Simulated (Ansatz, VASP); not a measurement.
HgSe: VASP beside Ansatz

The input INCAR:

```
SYSTEM = HgSe
ALGO = Normal
EDIFF = 1E-8
ENCUT = 400
GGA = PE
GGA_COMPAT = .False.
ISIF = 2
ISMEAR = -1
LASPH = .True.
LCHARG = .False.
LEFG = .True.
LREAL = .False.
LWAVE = .False.
NBANDS = 16
NELM = 120
PREC = Accurate
SIGMA = 0.02
```

KPOINTS

```
k-points
0
Gamma
  9 9 9
  0 0 0
```

POSCAR

```
HgSe
1.0
    0.0000000000      3.0759519500      3.0759519500
    3.0759519500      0.0000000000      3.0759519500
    3.0759519500      3.0759519500      0.0000000000
Hg Se
1 1
Direct
    0.0000000000      0.0000000000      0.0000000000
    0.7500000000      0.7500000000      0.7500000000
```

Input for Ansatz:

```yaml
crystal:
  lattice:
    - [0.0, 3.07595195, 3.07595195]
    - [3.07595195, 0.0, 3.07595195]
    - [3.07595195, 3.07595195, 0.0]
  atoms:
    - { symbol: Hg, position: [0.0, 0.0, 0.0] }
    - { symbol: Se, position: [0.75, 0.75, 0.75] }
kpoints:
  mp_grid: { grid: [9, 9, 9] }
scf:
  occupations: { method: fermi_dirac, width: 0.02 }
hamiltonian:
  xc: pbe
  pseudopotentials: { kind: all_electron, datasets: crystal }
output:
  forces: true
  stress: true
  eigenvalues: true
  efg: { contact_densities: true }
```

Change from the starting cell: volume scaled by 1.04, crystal datasets.

Alike in both runs: task electric field gradients; functional PBE; k mesh 9 × 9 × 9; occupations fermi-dirac, width 0.02 eV; no spin polarisation.

```csv
,VASP,Ansatz
version,VASP 6.6.1,Ansatz 0.2.0
potentials or method,"VASP PAW PBE potentials, release 64 (Hg, Se), cutoff 400 eV","all-electron PAW with datasets made for the crystal, scalar-relativistic"
```

VASP gave:

```
pressure (GPa) : 2.8
```

Question: What did Ansatz give for the same quantities?

Answer: Pressure (GPa): 2.5.

Ansatz ran all-electron here, and VASP with PAW potentials.

Neither program's run includes spin-orbit coupling.
